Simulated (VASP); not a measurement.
Write the native input for VASP 6.6.1 that does the following.

```
Task                   : single point
Functional             : LDA
Potentials or basis    : VASP PAW LDA potentials, release 64 (Hf_pv, O)
Cutoff                 : 600 eV
k mesh                 : 8 × 8 × 8
Occupations            : gaussian, width 0.01 eV
Spin                   : no spin polarisation
Dipole correction      : no
Further INCAR settings : ALGO = Normal; EDIFF = 1e-06; NBANDS = 18
```

The structure of HfO2 lies in POSCAR:

```
HfO2
1.0
    0.0000000000      2.4280049177      2.4280049177
    2.4280049177      0.0000000000      2.4280049177
    2.4280049177      2.4280049177      0.0000000000
Hf O
1 2
Direct
    0.0000000000      0.0000000000      0.0000000000
    0.2500000000      0.2500000000      0.2500000000
    0.7500000000      0.7500000000      0.7500000000
```

The input as run:

INCAR

```
ALGO = Normal
EDIFF = 1E-6
ENCUT = 600
GGA_COMPAT = False
ISIF = 2
ISMEAR = 0
LASPH = True
LCHARG = False
LREAL = False
LWAVE = False
NBANDS = 18
NELM = 120
PREC = Accurate
SIGMA = 0.01
```

KPOINTS

```
k-points
0
Gamma
  8 8 8
```

Potentials or basis: VASP PAW LDA potentials, release 64 (Hf_pv, O).

Launch:

```bash
$ cat potpaw_LDA.64/Hf_pv/POTCAR potpaw_LDA.64/O/POTCAR > POTCAR
$ mpirun -np 1 vasp_std > vasp.out
```

Results of the run:

| Item | Value |
| --- | --- |
| Pressure | 25.9 GPa |
| Band gap on the k mesh | 3.93 eV |

Caveat: the cell stands under pressure; spin-orbit coupling is left out, which moves the levels of the heavy elements.

Wall time 29 s on 1 thread of Intel Xeon 8259CL (shared host), peak memory 0.15 GiB.
